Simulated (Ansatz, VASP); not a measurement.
**Au: VASP and Ansatz over several settings**

```
CELL_PARAMETERS angstrom
0.00000 2.04848 2.04848
2.04848 0.00000 2.04848
2.04848 2.04848 0.00000
ATOMIC_POSITIONS crystal
Au 0.00000 0.00000 0.00000
```

Single points on this cell with VASP 6.6.1 and Ansatz 0.2.0. Each row is one pair of runs. Alike in all rows: k mesh: 11 × 11 × 11; smearing: fermi-dirac, width 0.05 eV.

```tsv
level	spin	VASP's potentials, cutoff	Ansatz's potentials, cutoff	gap on the k mesh at the Fermi level (eV), VASP	gap on the k mesh at the Fermi level (eV), Ansatz	pressure (GPa), VASP	pressure (GPa), Ansatz
r2SCAN+rVV10	off	VASP PAW PBE potentials, release 64 (Au), 520 eV	Ansatz PAW, 500 eV	none	none	1.5	0.3
PBEsol+D3(BJ)	off	VASP PAW PBE potentials, release 64 (Au), 520 eV	Ansatz PAW, 420 eV	none	none	-8.0	-7.7
RPBE	off	VASP PAW PBE potentials, release 64 (Au), 520 eV	Ansatz PAW, 420 eV	none	none	10.7	11.0
revPBE+D3(BJ)	off	VASP PAW PBE potentials, release 64 (Au), 520 eV	Ansatz PAW, 420 eV	none	none	-2.6	-2.3
BLYP+D4	off	VASP PAW PBE potentials, release 64 (Au), 520 eV	Ansatz PAW, 420 eV	none	none	7.2	6.4
r2SCAN	off	VASP PAW PBE potentials, release 64 (Au), 520 eV	Ansatz PAW, 500 eV	none	none	3.5	3.2
LDA	non-collinear, zero start, SOC	VASP PAW LDA potentials, release 64 (Au), 520 eV	Ansatz PAW, 420 eV	-	-	-7.1	-7.8
r2SCAN+rVV10	off	VASP PAW PBE potentials, release 64 (Au_sv_GW), 550 eV	Ansatz PAW, 500 eV	none	none	0.3	0.3
```

Pressure (GPa): the two programs differ by at most 1.25.

VASP's potentials hold 11 valence electrons a cell and Ansatz's 19 in some rows, so a difference there can come from the potentials and not from the codes.

A gap of «none» marks a metal or a gap that the smearing closes.
